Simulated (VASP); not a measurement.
Here is a VASP 6.6.1 calculation.

Contents of POSCAR:

```
Si
1.0
    2.5201216971      0.0000000000      0.0000000000
    0.0000000000      2.5201216971      0.0000000000
    0.0000000000      0.0000000000      2.5201216971
Si
1
Direct
    0.0000000000      0.0000000000      0.0000000000
```

Contents of INCAR.step1:

```
PREC = Accurate
ENCUT = 600
ISMEAR = 0
SIGMA = 0.1
LREAL = F
LASPH = T
NELM = 80
GGA = PE
ALGO = Normal
EDIFF = 1E-4
LWAVE = T
LCHARG = F
```

The input INCAR.step2:

```
PREC = Accurate
ENCUT = 600
EDIFF = 1E-7
ISMEAR = 0
SIGMA = 0.1
LREAL = F
LASPH = T
NELM = 80
ALGO = Normal
ISIF = 3
LWAVE = F
LCHARG = F
METAGGA = R2SCAN
LMIXTAU = T
IBRION = 2
NSW = 100
EDIFFG = -0.01
ISTART = 1
```

KPOINTS

```
Automatic mesh
0
Gamma
  22 22 22
```

Potentials or basis: VASP PAW PBE potentials, release 64 (Si).

The run is started by

```sh
$ cat potpaw_PBE.64/Si/POTCAR > POTCAR
$ cp INCAR.step1 INCAR
$ mpirun -np 1 vasp_std > vasp.out
$ cp INCAR.step2 INCAR
$ mpirun -np 1 vasp_std > vasp.out
```

Predict the relaxed cell.

a = 2.525 Å, b = 2.525 Å, c = 2.525 Å, α = 90.00°, β = 90.00°, γ = 90.00°.

Estimate the relaxed volume.

16.10 Å³/atom.

What does it give for the band gap on the k mesh?

Zero (bands 2 and 3 overlap by 10.95 eV).

Estimate the space group after relaxing (to 0.1 Å).

Pm-3m (No. 221).

Final structure:
```cif
data_structure
_symmetry_space_group_name_H-M 'P 1'
_symmetry_Int_Tables_number 1
_cell_length_a 2.5252
_cell_length_b 2.5252
_cell_length_c 2.5252
_cell_angle_alpha 90.000
_cell_angle_beta 90.000
_cell_angle_gamma 90.000
_cell_volume 16.10
loop_
_atom_site_label
_atom_site_type_symbol
_atom_site_fract_x
_atom_site_fract_y
_atom_site_fract_z
_atom_site_occupancy
Si1 Si 0.00000 0.00000 0.00000 1
```

Caveat: the PAW data sets were made with another functional, which shifts forces and pressure a little.
